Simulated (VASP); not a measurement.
# TiO2 (I4_1/amd) in VASP: notebook, part 2 of 2

VASP 6.6.1. Earlier steps stand in the parts before.

**3. Single point, PBE**

This run uses another cell than the first one, of 11.53 Å³/atom.

INCAR

```
ALGO = Normal
EDIFF = 1E-7
ENCUT = 520
GGA = PE
ISIF = 2
ISMEAR = 0
LASPH = True
LCHARG = False
LREAL = False
LWAVE = False
NBANDS = 33
NELM = 100
PREC = Accurate
SIGMA = 0.01
```

KPOINTS

```
k-points
0
Gamma
  6 6 6
```

POSCAR

```
TiO2
1.0
   -1.8958075102      1.8958075102      4.8139791344
    1.8958075102     -1.8958075102      4.8139791344
    1.8958075102      1.8958075102     -4.8139791344
Ti O
2 4
Direct
    0.0000000000      0.0000000000      0.0000000000
    0.7500000000      0.2500000000      0.5000000000
    0.2073565173      0.2073565173      0.0000000000
    0.9573565173      0.4573565173      0.5000000000
    0.5426434827      0.0426434827      0.5000000000
    0.7926434827      0.7926434827      0.0000000000
```

Potentials or basis: VASP PAW PBE potentials, release 64 (Ti_sv, O).

The run is started by

```sh
cat potpaw_PBE.64/Ti_sv/POTCAR potpaw_PBE.64/O/POTCAR > POTCAR
mpirun -np 1 vasp_std > vasp.out
```

OUTCAR:

```text
EDIFF = 1E-7
   ENCUT = 520
   GGA = PE
   ISIF = 2
   ISMEAR = 0
   LASPH = True
   LREAL = False
   NELM = 100
   PREC = Accurate

 ion  position               nearest neighbor table
   1  0.000  0.000  0.000-   5 1.94   4 1.94   5 1.94   4 1.94   3 2.00   6 2.00
   2  0.750  0.250  0.500-   6 1.94   3 1.94   6 1.94   3 1.94   4 2.00   5 2.00
   3  0.207  0.207  0.000-   2 1.94   2 1.94   1 2.00
   4  0.957  0.457  0.500-   1 1.94   1 1.94   2 2.00
   5  0.543  0.043  0.500-   1 1.94   1 1.94   2 2.00
   6  0.793  0.793  0.000-   2 1.94   2 1.94   1 2.00

  LATTYP: Found a body centered tetragonal cell.
 ALAT       =     3.7916150204
 C/A-ratio  =     2.5392763287

  Lattice vectors:

 A1 = (  -1.8958075102,   1.8958075102,   4.8139791344)
 A2 = (   1.8958075102,  -1.8958075102,   4.8139791344)
 A3 = (   1.8958075102,   1.8958075102,  -4.8139791344)

Analysis of symmetry for initial positions (statically):
[... 181 lines left out ...]

  energy without entropy =      -53.85617594  energy(sigma->0) =      -53.85617594

 E-fermi :   3.3078     XC(G=0): -10.6536

 val. band max:        3.2147881065   @ k =   0.5000   0.5000   0.0000
 cond. band min:       5.3589143834   @ k =   0.0000   0.0000   0.0000
 fundamental gap:      2.1441262769
 Fermi energy:         3.3078399009

 k-point     1 :       0.0000    0.0000    0.0000
  band No.  band energies     occupation
      1     -53.1828      2.00000
      2     -53.1281      2.00000
      3     -29.6253      2.00000
      4     -29.3992      2.00000
      5     -29.3992      2.00000
      6     -29.3339      2.00000
[... 853 lines left out ...]
     32       8.9035      0.00000
     33       8.9693      0.00000

 [... further k-points ...]

------------------------ aborting loop because EDIFF is reached ----------------------------------------

  FORCE on cell =-STRESS in cart. coord.  units (eV):
  Direction    XX          YY          ZZ          XY          YZ          ZX
  --------------------------------------------------------------------------------------
  -------------------------------------------------------------------------------------
  Total        1.1517748      1.1517748      1.1603069      0.0000000     -0.0000000      0.0000000
  in kB       26.6640109     26.6640109     26.8615330      0.0000000     -0.0000000      0.0000000
  external PRESSURE =      26.7298516 kB  Pullay stress =       0.0000000 kB

 VOLUME and BASIS-vectors are now :
 -----------------------------------------------------------------------------
  energy-cutoff  :      520.00
  volume of cell :       69.21
      direct lattice vectors                 reciprocal lattice vectors
    -1.895807510  1.895807510  4.813979134     0.000000000  0.263739856  0.103864181
     1.895807510 -1.895807510  4.813979134     0.263739856  0.000000000  0.103864181
     1.895807510  1.895807510 -4.813979134     0.263739856  0.263739856  0.000000000

 POSITION                                       TOTAL-FORCE (eV/Angst)
 -----------------------------------------------------------------------------------
      0.00000      0.00000      0.00000        -0.000000     -0.000000      0.000000
      0.00000      1.89581      2.40699        -0.000000     -0.000000      0.000000
      0.00000      0.00000      1.99642         0.000000      0.000000      0.016326
      0.00000      1.89581      4.40341         0.000000      0.000000      0.016326
     -0.00000      1.89581      0.41057        -0.000000     -0.000000     -0.016326
      0.00000      0.00000      7.63154        -0.000000     -0.000000     -0.016326
 -----------------------------------------------------------------------------------
    total drift:                                0.000000      0.000000     -0.000000

  FREE ENERGIE OF THE ION-ELECTRON SYSTEM (eV)
  ---------------------------------------------------
  free  energy   TOTEN  =       -53.8561759350 eV

  energy  without entropy=      -53.8561759350  energy(sigma->0) =      -53.85617594
```

OSZICAR:

```text
N       E                     dE             d eps       ncg     rms          rms(c)
DAV:   1     0.665436359583E+03    0.66544E+03   -0.24232E+04  1980   0.169E+03
DAV:   2     0.289498381471E+02   -0.63649E+03   -0.58924E+03  2207   0.508E+02
DAV:   3    -0.662242608332E+02   -0.95174E+02   -0.93677E+02  2671   0.190E+02
DAV:   4    -0.710200795891E+02   -0.47958E+01   -0.47864E+01  3010   0.412E+01
DAV:   5    -0.712050264091E+02   -0.18495E+00   -0.18492E+00  2534   0.617E+00    0.317E+01
DAV:   6    -0.540535216579E+02    0.17152E+02   -0.79638E+01  2775   0.883E+01    0.111E+01
DAV:   7    -0.540990574189E+02   -0.45536E-01   -0.15097E+01  2618   0.328E+01    0.930E+00
DAV:   8    -0.539350977355E+02    0.16396E+00   -0.51555E-01  2602   0.615E+00    0.663E+00
DAV:   9    -0.539283140094E+02    0.67837E-02   -0.91782E-01  2769   0.108E+01    0.256E+00
DAV:  10    -0.538686570279E+02    0.59657E-01   -0.43186E-01  2678   0.648E+00    0.971E-01
DAV:  11    -0.538568997639E+02    0.11757E-01   -0.44488E-02  2571   0.146E+00    0.462E-01
DAV:  12    -0.538565740303E+02    0.32573E-03   -0.71835E-03  2374   0.958E-01    0.166E-01
DAV:  13    -0.538561909531E+02    0.38308E-03   -0.10896E-03  2750   0.337E-01    0.327E-02
DAV:  14    -0.538561714837E+02    0.19469E-04   -0.16229E-04  2565   0.135E-01    0.157E-02
DAV:  15    -0.538561757406E+02   -0.42569E-05   -0.45579E-05  2470   0.461E-02    0.656E-03
DAV:  16    -0.538561762138E+02   -0.47320E-06   -0.24455E-06  2496   0.112E-02    0.432E-03
DAV:  17    -0.538561759581E+02    0.25574E-06   -0.96620E-07  2598   0.910E-03    0.512E-04
DAV:  18    -0.538561759350E+02    0.23025E-07   -0.65153E-08  1463   0.231E-03
   1 F= -.53856176E+02 E0= -.53856176E+02  d E =-.259603E-41
```

Run time: 1.9 min. Hardware: 1 thread of Intel Xeon Platinum 8559C (Emerald Rapids), shared host; peak memory 0.27 GiB.

Results:

- Free energy: -53.8562 eV
- Pressure: 2.7 GPa
- Largest force: 0.016 eV/Å
- Band gap on the k mesh: 2.14 eV (least direct gap 2.43 eV)

Forces on the atoms (eV/Å):
```
Ti   0.000  0.000  0.000
Ti   0.000  0.000  0.000
O    0.000  0.000  0.016
O    0.000  0.000  0.016
O    0.000  0.000 -0.016
O    0.000  0.000 -0.016
```

**4. Single point, PBE**

This run uses another cell than the first one, of 11.67 Å³/atom.

INCAR

```
SYSTEM = TiO2
PREC = Accurate
ENCUT = 520
EDIFF = 1E-7
ISMEAR = 0
SIGMA = 0.01
LREAL = .FALSE.
LASPH = .TRUE.
NELM = 80
ALGO = Normal
ISIF = 2
LWAVE = .FALSE.
LCHARG = .TRUE.
GGA = PE
LELF = .TRUE.
LVHAR = .TRUE.
NBANDS = 33
```

KPOINTS

```
regular mesh
0
G
  6 6 6
  0 0 0
```

POSCAR

```
TiO2
1.0
   -1.8996672353      1.8996672353      4.8490087550
    1.8996672353     -1.8996672353      4.8490087550
    1.8996672353      1.8996672353     -4.8490087550
Ti O
2 4
Direct
    0.0000000000      0.0000000000      0.0000000000
    0.7500000000      0.2500000000      0.5000000000
    0.2065308840      0.2065308840      0.0000000000
    0.9565308840      0.4565308840      0.5000000000
    0.5434691160      0.0434691160      0.5000000000
    0.7934691160      0.7934691160      0.0000000000
```

The run is started by

```sh
cat potpaw_PBE.64/Ti_sv/POTCAR potpaw_PBE.64/O/POTCAR > POTCAR
mpirun -np 1 vasp_std > vasp.out
```

Run time: 2 min. Hardware: 1 thread of Intel Xeon Platinum 8559C (Emerald Rapids), shared host; peak memory 0.27 GiB.

Results (log left out):

* Free energy: -53.8649 eV
* Pressure: 0.6 GPa
* Largest force: 0.012 eV/Å
* Band gap on the k mesh: 2.15 eV (least direct gap 2.41 eV)

Forces in eV/Å, atoms in the order of the input:
```
Ti   0.000  0.000  0.000
Ti   0.000  0.000  0.000
O    0.000  0.000  0.012
O    0.000  0.000  0.012
O    0.000  0.000 -0.012
O    0.000  0.000 -0.012
```

Levels at points of the mesh, in eV from the valence-band top:
| k point | band 21 | band 22 | band 23 | band 24 | band 25 | band 26 | band 27 | band 28 |
| --- | --- | --- | --- | --- | --- | --- | --- | --- |
| (0.00, 0.00, 0.00) | -0.75 | -0.74 | -0.37 | -0.37 | 2.15 | 2.82 | 4.01 | 4.01 |
| (0.50, 0.00, 0.00) | -1.83 | -0.83 | -0.80 | -0.59 | 3.23 | 3.50 | 3.55 | 3.57 |
| (0.50, 0.50, 0.00) | -1.93 | -1.93 | 0.00 | 0.00 | 3.26 | 3.26 | 3.73 | 3.73 |
| (0.50, 0.50, 0.50) | -1.19 | -1.19 | -0.05 | -0.05 | 2.48 | 2.48 | 3.74 | 3.74 |

A k mesh can miss the band edges. Expect the measured gap to be larger: semilocal functionals such as PBE lack the derivative discontinuity.

**5. Relaxation of cell and atoms, PBE**

This run uses another cell than the first one, of 11.35 Å³/atom.

INCAR

```
SYSTEM = TiO2
PREC     = Accurate       ! precision mode
ENCUT    = 600            ! plane-wave cutoff, eV
EDIFF    = 1E-7           ! SCF threshold, eV
ISMEAR   = 0              ! smearing method
SIGMA    = 0.01           ! smearing width, eV
LREAL    = .False.        ! projectors in reciprocal space
LASPH    = .True.         ! aspherical terms in the spheres
NELM     = 100            ! most SCF steps
ALGO     = Normal         ! electronic algorithm
ISIF     = 3              ! what is computed and relaxed
LWAVE    = .False.        ! write WAVECAR
LCHARG   = .False.        ! write CHGCAR
GGA      = PE             ! functional
IBRION   = 2              ! ionic algorithm
NSW      = 80             ! ionic steps
EDIFFG   = -0.01          ! ionic threshold
```

KPOINTS

```
regular mesh
0
Gamma
  6 6 6
  0 0 0
```

POSCAR

```
TiO2
1.0
   -1.8921000000      1.8921000000      4.7573000000
    1.8921000000     -1.8921000000      4.7573000000
    1.8921000000      1.8921000000     -4.7573000000
Ti O
2 4
Direct
    0.0000000000      0.0000000000      0.0000000000
    0.7500000000      0.2500000000      0.5000000000
    0.2081000000      0.2081000000      0.0000000000
    0.9581000000      0.4581000000      0.5000000000
    0.5419000000      0.0419000000      0.5000000000
    0.7919000000      0.7919000000      0.0000000000
```

The run is started by

```sh
cat potpaw_PBE.64/Ti_sv/POTCAR potpaw_PBE.64/O/POTCAR > POTCAR
mpirun -np 1 vasp_std > vasp.out
```

Wall time 12 min (1 thread of Intel Xeon Platinum 8559C (Emerald Rapids), shared host); peak memory 0.37 GiB.

It converged, with:

| Quantity | Value |
| --- | --- |
| Free energy | -53.8691 eV |
| Relaxed volume | 11.69 Å³/atom |
| Relaxed cell | a = 5.549 Å, b = 5.549 Å, c = 5.549 Å, α = 139.93°, β = 139.93°, γ = 57.96° |
| Space group after relaxing (to 0.1 Å) | I4_1/amd (No. 141) |
| Energy gained by relaxing | 5.7 meV/atom |
| Ionic steps | 11 |
| Pressure after relaxing | 0.0 GPa |
| Band gap on the k mesh | 2.15 eV (least direct gap 2.41 eV) |

Step by step:
```
step  energy change (eV)  largest force (eV/Å)  pressure (GPa)  volume (Å³)
   1              0.0000                0.1223            5.64        68.13
   2              0.0179                0.3187           -6.24        72.14
   3             -0.0307                0.0875            0.03        69.86
   4             -0.0307                0.0836            0.14        69.83
   5             -0.0317                0.0442            0.08        69.91
   6             -0.0323                0.0131           -0.01        70.03
   7             -0.0330                0.0084           -0.07        70.08
   8             -0.0341                0.0041           -0.28        70.23
   9             -0.0341                0.0070           -0.32        70.26
  10             -0.0342                0.0081            0.25        70.08
  11             -0.0343                0.0017            0.02        70.16
```

Final structure:
```cif
data_structure
_symmetry_space_group_name_H-M 'P 1'
_symmetry_Int_Tables_number 1
_cell_length_a 5.5488
_cell_length_b 5.5488
_cell_length_c 5.5488
_cell_angle_alpha 139.933
_cell_angle_beta 139.933
_cell_angle_gamma 57.956
_cell_volume 70.16
loop_
_atom_site_label
_atom_site_type_symbol
_atom_site_fract_x
_atom_site_fract_y
_atom_site_fract_z
_atom_site_occupancy
Ti1 Ti 0.00000 0.00000 0.00000 1
Ti2 Ti 0.75000 0.25000 0.50000 1
O1 O 0.20647 0.20647 0.00000 1
O2 O 0.95647 0.45647 0.50000 1
O3 O 0.54353 0.04353 0.50000 1
O4 O 0.79353 0.79353 0.00000 1
```

Levels at points of the mesh, in eV from the valence-band top:
| k point | band 21 | band 22 | band 23 | band 24 | band 25 | band 26 | band 27 | band 28 |
| --- | --- | --- | --- | --- | --- | --- | --- | --- |
| (0.00, 0.00, 0.00) | -0.75 | -0.74 | -0.37 | -0.37 | 2.15 | 2.81 | 4.00 | 4.00 |
| (0.50, 0.00, 0.00) | -1.83 | -0.83 | -0.80 | -0.59 | 3.22 | 3.49 | 3.55 | 3.56 |
| (0.50, 0.50, 0.00) | -1.92 | -1.92 | 0.00 | 0.00 | 3.25 | 3.25 | 3.72 | 3.72 |
| (0.50, 0.50, 0.50) | -1.19 | -1.19 | -0.05 | -0.05 | 2.47 | 2.47 | 3.73 | 3.73 |

A k mesh can miss the band edges. Zero-point motion and thermal expansion aren't in these numbers.

**6. The runs side by side**

```tsv
task	cell	cutoff (eV)	gap on the mesh (eV)	pressure (GPa)	largest force (eV/Å)
single point	a = 5.474 Å, angles 139.5, 139.5, 58.6°, 6 atoms, atomic positions A	520	2.13	4.7	0.02
single point	a = 5.510 Å, angles 139.8, 139.8, 58.2°, 6 atoms, atomic positions A	520	2.14	2.7	0.02
single point	a = 5.543 Å, angles 139.9, 139.9, 58.0°, 6 atoms, atomic positions B	520	2.15	0.6	0.01
relaxation of cell and atoms	relaxed from a = 5.458 Å, angles 139.4, 139.4, 58.7°, 6 atoms, atomic positions A	600	2.15	0.0	-
```

Alike in all rows: level PBE; potentials or basis VASP PAW PBE potentials, release 64 (Ti_sv, O); no spin polarisation; k mesh 6 × 6 × 6; smearing gaussian 0.01 eV.

Caveats: the cell stands under pressure (at least some runs).

Total energies depend on the potentials used, so only differences within one code and one set of settings carry meaning.
